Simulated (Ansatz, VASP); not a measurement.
# One calculation of SiNi2, two programs

POSCAR

```
SiNi2
1.0
    3.8695455034      0.0000000000      0.0000000000
   -1.9347727517      3.3511247070      0.0000000000
    0.0000000000      0.0000000000      4.9268111706
Si Ni
2 4
Direct
    0.3333333333      0.6666666667      0.7907582884
    0.6666666667      0.3333333333      0.2092417116
    0.0000000000      0.0000000000      0.0000000000
    0.0000000000      0.0000000000      0.5000000000
    0.3333333333      0.6666666667      0.2956684846
    0.6666666667      0.3333333333      0.7043315154
```

INCAR.step1

```
SYSTEM = SiNi2
PREC = Accurate ; ENCUT = 520
ISMEAR = 0 ; SIGMA = 0.15
LREAL = .FALSE. ; LASPH = .TRUE.
NELM = 100 ; NBANDS = 33
GGA = PE ; ALGO = Normal
EDIFF = 1E-4 ; LWAVE = .TRUE.
LCHARG = .FALSE.
```

The input INCAR.step2:

```
SYSTEM = SiNi2
PREC = Accurate ; ENCUT = 520
EDIFF = 1E-6 ; ISMEAR = 0
SIGMA = 0.15 ; LREAL = .FALSE.
LASPH = .TRUE. ; NELM = 100
ALGO = Normal ; ISIF = 2
LWAVE = .FALSE. ; LCHARG = .TRUE.
METAGGA = R2SCAN ; LMIXTAU = .TRUE.
LELF = .TRUE. ; LVHAR = .TRUE.
NBANDS = 33 ; ISTART = 1
```

Contents of KPOINTS:

```
Automatic mesh
0
G
  12 12 10
  0 0 0
```

Input for Ansatz:

```yaml
crystal:
  lattice:
    - [3.8695455034, 0.0, 0.0]
    - [-1.9347727517, 3.351124707, 0.0]
    - [0.0, 0.0, 4.9268111706]
  atoms:
    - { symbol: Si, position: [0.3333333333, 0.6666666667, 0.7907582884] }
    - { symbol: Si, position: [0.6666666667, 0.3333333333, 0.2092417116] }
    - { symbol: Ni, position: [0.0, 0.0, 0.0] }
    - { symbol: Ni, position: [0.0, 0.0, 0.5] }
    - { symbol: Ni, position: [0.3333333333, 0.6666666667, 0.2956684846] }
    - { symbol: Ni, position: [0.6666666667, 0.3333333333, 0.7043315154] }
basis:
  ecutwfc: 500
kpoints:
  mp_grid: { grid: [12, 12, 10] }
hamiltonian:
  xc: r2scan
scf:
  occupations: { method: gaussian, width: 0.15 }
output:
  forces: true
  stress: true
  eigenvalues: true
```

Change from the starting cell: mode 4 (121.0 1/cm) frozen in, largest displacement +0.225 Å.

Alike in both runs: task single point; functional r2SCAN; k mesh 12 × 12 × 10; occupations gaussian, width 0.15 eV; no spin polarisation.

|  | VASP | Ansatz |
| --- | --- | --- |
| version | VASP 6.6.1 | Ansatz 0.2.0 |
| potentials or method | VASP PAW PBE potentials, release 64 (Si, Ni), cutoff 520 eV | scalar-relativistic, plane waves, PAW |
| valence electrons in the cell | 48 | 80 |

|  | VASP | Ansatz | Ansatz less VASP |
| --- | --- | --- | --- |
| gap on the k mesh at the Fermi level (eV) | none | none | - |
| pressure (GPa) | -0.5 | -0.8 | -0.27 |
| traceless stress, the component that is largest in VASP (GPa) | -1.39 | -1.38 | +0.014 |
| rms of the force components (eV/Å) | 0.241 | 0.246 | +0.0046 |

VASP's potentials were made for PBE, not for r2SCAN. Atom by atom the forces differ by 0.005 eV/Å (rms over components). A gap of «none» marks a metal or a gap that the smearing closes. With one functional, cell and mesh, what is left measures potentials, basis and numerics. VASP's potentials hold 48 valence electrons a cell and Ansatz's 80, so a difference there can come from the potentials and not from the codes.
